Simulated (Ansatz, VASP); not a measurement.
**Two plane-wave programs on TaSb**

```xyz
2
Lattice="3.5428 0.0000 0.0000 -1.7714 3.0682 0.0000 0.0000 0.0000 3.7743" Properties=species:S:1:pos:R:3 pbc="T T T"
Ta    1.7714    1.0227    1.8872
Sb    0.0000    2.0455    0.0000
```

Alike in both runs: task electric field gradients; functional PBEsol; k mesh 15 × 15 × 12; occupations fermi-dirac, width 0.15 eV; no spin polarisation.

|  | VASP | Ansatz |
| --- | --- | --- |
| version | VASP 6.6.1 | Ansatz 0.2.0 |
| potentials or method | VASP PAW PBE potentials, release 64 (Ta_pv, Sb), cutoff 520 eV | scalar-relativistic, plane waves, PAW |
| valence electrons in the cell | 16 | 28 |

```tsv
	VASP	Ansatz	Ansatz less VASP
gap on the k mesh at the Fermi level (eV)	none	none	-
pressure (GPa)	0.3	0.0	-0.28
traceless stress, the component that is largest in VASP (GPa)	0.11	0.00	-0.113
size of Vzz on the site where it differs most (V/Å²)	14.6	28.7	+14.13
```

VASP's potentials were made for PBE, not for PBEsol. A gap of «none» marks a metal or a gap that the smearing closes. VASP's potentials hold 16 valence electrons a cell and Ansatz's 28, so a difference there can come from the potentials and not from the codes.

Spin-orbit coupling is off throughout.
